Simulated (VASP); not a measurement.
Write the native input for VASP 6.6.1 that does the following.

```
Task                   : single point
Functional             : PBE
Potentials or basis    : VASP PAW PBE potentials, release 64 (Cd, Sn_d)
Cutoff                 : 520 eV
k mesh                 : 16 × 16 × 16
Occupations            : gaussian, width 0.1 eV
Spin                   : no spin polarisation
Dipole correction      : no
Further INCAR settings : ALGO = Fast; EDIFF = 1e-06; NBANDS = 27
```

The structure of CdSn2 lies in POSCAR:

```
CdSn2
1.0
   -2.0121542621      2.0121542621      4.9569242706
    2.0121542621     -2.0121542621      4.9569242706
    2.0121542621      2.0121542621     -4.9569242706
Cd Sn
1 2
Direct
    0.0000000000      0.0000000000      0.0000000000
    0.6677685784      0.6677685784      0.0000000000
    0.3322314216      0.3322314216      0.0000000000
```

The input as run:

INCAR

```
SYSTEM = CdSn2
PREC     = Accurate       ! precision mode
ENCUT    = 520            ! plane-wave cutoff, eV
EDIFF    = 1E-6           ! SCF threshold, eV
ISMEAR   = 0              ! smearing method
SIGMA    = 0.1            ! smearing width, eV
LREAL    = .False.        ! projectors in reciprocal space
LASPH    = .True.         ! aspherical terms in the spheres
NELM     = 80             ! most SCF steps
ALGO     = Fast           ! electronic algorithm
ISIF     = 2              ! what is computed and relaxed
LWAVE    = .False.        ! write WAVECAR
LCHARG   = .False.        ! write CHGCAR
GGA      = PE             ! functional
NBANDS   = 27             ! bands
```

KPOINTS

```
regular mesh
0
Gamma
  16 16 16
  0 0 0
```

Potentials or basis: VASP PAW PBE potentials, release 64 (Cd, Sn_d).

Command:

```console
$ cat potpaw_PBE.64/Cd/POTCAR potpaw_PBE.64/Sn_d/POTCAR > POTCAR
$ mpirun -np 1 vasp_std > vasp.out
```

Results of the run:

```
Pressure               : 0.0 GPa
Band gap on the k mesh : zero (bands 20 and 21 overlap by 3.69 eV)
```

Caveat: spin-orbit coupling is left out, which moves the levels of the heavy elements.

It took 30 min on 1 thread of Oxide Virtual Turin-like Processor, on a shared host, peak memory 0.8 GiB.
